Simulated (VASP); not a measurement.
A run of VASP 6.6.1:

INCAR

```
ALGO     = Normal         # electronic algorithm
EDIFF    = 1E-7           # SCF threshold, eV
ENCUT    = 520            # plane-wave cutoff, eV
GGA      = PS             # functional
ISIF     = 2              # what is computed and relaxed
ISMEAR   = 0              # smearing method
LASPH    = T              # aspherical terms in the spheres
LCHARG   = T              # write CHGCAR
LELF     = T              # ELF
LREAL    = F              # projectors in reciprocal space
LVHAR    = T            
LWAVE    = F              # write WAVECAR
NBANDS   = 11             # bands
NELM     = 100            # most SCF steps
PREC     = Accurate       # precision mode
SIGMA    = 0.1            # smearing width, eV
```

File KPOINTS:

```
k-points
0
Gamma
  12 12 12
```

Contents of POSCAR:

```
Ca
1.0
   -2.1776944421      2.1847180020      2.2281675931
    2.2999741147     -2.1311767230      2.2971905066
    2.1707700987      2.1242523796     -2.1744046976
Ca
1
Direct
    0.5000000000      0.5000000000      0.0000000000
```

Potentials or basis: VASP PAW PBE potentials, release 64 (Ca_sv).

Launch:

```sh
$ cat potpaw_PBE.64/Ca_sv/POTCAR > POTCAR
$ mpirun -np 1 vasp_std > vasp.out
```

Hardware: 1 thread of AMD EPYC 9R45 96-Core Processor (Zen 5) (shared host).

Question: How long does it take, and how much memory?

Answer: Wall time 2.4 min on 1 thread of AMD EPYC 9R45 96-Core Processor (Zen 5), on a shared host, peak memory 0.47 GiB. Counts: scf iterations 13, k points 868.
